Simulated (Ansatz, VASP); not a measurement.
WS2: VASP beside Ansatz

```xyz
3
Lattice="3.1016 0.0000 0.0000 -1.5508 2.6860 0.0000 0.0000 0.0000 17.7983" Properties=species:S:1:pos:R:3 pbc="T T T"
W     0.0000    1.7907    0.0000
S     1.5508    0.8953   16.1612
S     1.5508    0.8953    1.6370
```

Change from the starting cell: strain -0.025 along x and y, +0.050 along z, atoms carried along.

Alike in both runs: task single point; functional r2SCAN; k mesh 12 × 12 × 2; occupations gaussian, width 0.05 eV; no spin polarisation.

|  | VASP | Ansatz |
| --- | --- | --- |
| version | VASP 6.6.1 | Ansatz 0.2.0 |
| potentials or method | VASP PAW PBE potentials, release 64 (W_sv, S), cutoff 520 eV | scalar-relativistic, plane waves, PAW |
| valence electrons in the cell | 26 | 26 |

```csv
,VASP,Ansatz,Ansatz less VASP
gap on the k mesh at the Fermi level (eV),1.89,1.90,+0.005
least direct gap on the mesh (eV),2.44,2.44,-0.004
rms of the force components (eV/Å),0.459,0.470,+0.0116
```

VASP's potentials were made for PBE, not for r2SCAN. Atom by atom the forces differ by 0.012 eV/Å (rms over components). With one functional, cell and mesh, what is left measures potentials, basis and numerics. Ansatz's warnings: xc potential rough in thin density.

Neither program's run includes spin-orbit coupling.
